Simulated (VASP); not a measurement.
Input of a VASP 6.6.1 run:

Contents of INCAR:

```
ALGO     = Normal         # electronic algorithm
DIPOL    = 0.5 0.5 0.318
EDIFF    = 1E-6           # SCF threshold, eV
ENCUT    = 520            # plane-wave cutoff, eV
GGA      = PE             # functional
IDIPOL   = 3            
ISIF     = 2              # what is computed and relaxed
ISMEAR   = 0              # smearing method
IVDW     = 12             # dispersion correction
LASPH    = True           # aspherical terms in the spheres
LCHARG   = False          # write CHGCAR
LDIPOL   = True         
LREAL    = False          # projectors in reciprocal space
LWAVE    = False          # write WAVECAR
NBANDS   = 53             # bands
NELM     = 100            # most SCF steps
PREC     = Accurate       # precision mode
SIGMA    = 0.1            # smearing width, eV
```

The input KPOINTS:

```
k-points
0
Gamma
  6 6 1
```

File POSCAR:

```
SiW6
1.0
    4.4682526324      0.0000000000      0.0000000000
   -2.2341263162      3.8696202902      0.0000000000
    0.0000000000      0.0000000000     21.7259061349
W Si
6 1
Direct
    0.6666666667      0.3333333333      0.1841119986
    0.3333333333      0.6666666667      0.2260931360
    0.0000000000      0.0000000000      0.2680742733
    0.6666666667      0.3333333333      0.3070897866
    0.3333333333      0.6666666667      0.3466976876
    0.0000000000      0.0000000000      0.3832248047
    0.4444444444      0.2222222222      0.5121032037
```

Potentials or basis: VASP PAW PBE potentials, release 64 (W_sv, Si).

Run with:

```console
$ cat potpaw_PBE.64/W_sv/POTCAR potpaw_PBE.64/Si/POTCAR > POTCAR
$ mpirun -np 1 vasp_std > vasp.out
```

Task: Predict the band gap on the k mesh.

Result: Zero (bands 44 and 45 overlap by 0.13 eV).

Task: Predict the dispersion energy per atom.

Result: -0.406 eV.

Task: Predict the largest force.

Result: 2.035 eV/Å.

Forces in eV/Å, atoms in the order of the input:
```
W   -0.021 -0.012  2.035
W   -0.057 -0.033 -0.612
W    0.158  0.091 -1.895
W   -0.003 -0.002  0.062
W   -0.097 -0.056  0.626
W    0.352  0.203  1.676
Si  -0.332 -0.192 -1.893
```

Caveat: spin-orbit coupling is left out, which moves the levels of the heavy elements.
